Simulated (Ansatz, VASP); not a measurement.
## Two plane-wave programs on MgH2

```
CELL_PARAMETERS angstrom
2.81606 0.00000 0.00000
-1.40803 2.43878 0.00000
0.00000 0.00000 8.87641
ATOMIC_POSITIONS crystal
Mg 0.33333 0.66667 0.37500
Mg 0.66667 0.33333 0.87500
H 0.33333 0.66667 0.00000
H 0.66667 0.33333 0.50000
H 0.00000 0.00000 0.25000
H 0.00000 0.00000 0.75000
```

Alike in both runs: task relaxation of cell and atoms; functional PBE; k mesh 6 × 6 × 2; occupations gaussian, width 0.1 eV; no spin polarisation.

|  | VASP | Ansatz |
| --- | --- | --- |
| version | VASP 6.6.1 | Ansatz 0.2.0 |
| potentials or method | VASP PAW PBE potentials, release 64 (Mg, H), cutoff 600 eV | scalar-relativistic, plane waves, PAW |
| valence electrons in the cell | 8 | 24 |

```tsv
	VASP	Ansatz	Ansatz less VASP
gap on the k mesh at the Fermi level, each at its own relaxed structure (eV)	4.36	4.30	-0.059
relaxed volume (Å³/atom)	12.45	12.31	-0.144
relaxed length of the cell vector where the two differ most in proportion (Å)	9.486	9.347	-0.1389
```

VASP's potentials hold 8 valence electrons a cell and Ansatz's 24, so a difference there can come from the potentials and not from the codes.

The k mesh is coarse, so the values compare programs but aren't converged. Noted on VASP's run: the volume moved by over 15 % at a fixed basis, so the end points are rough.
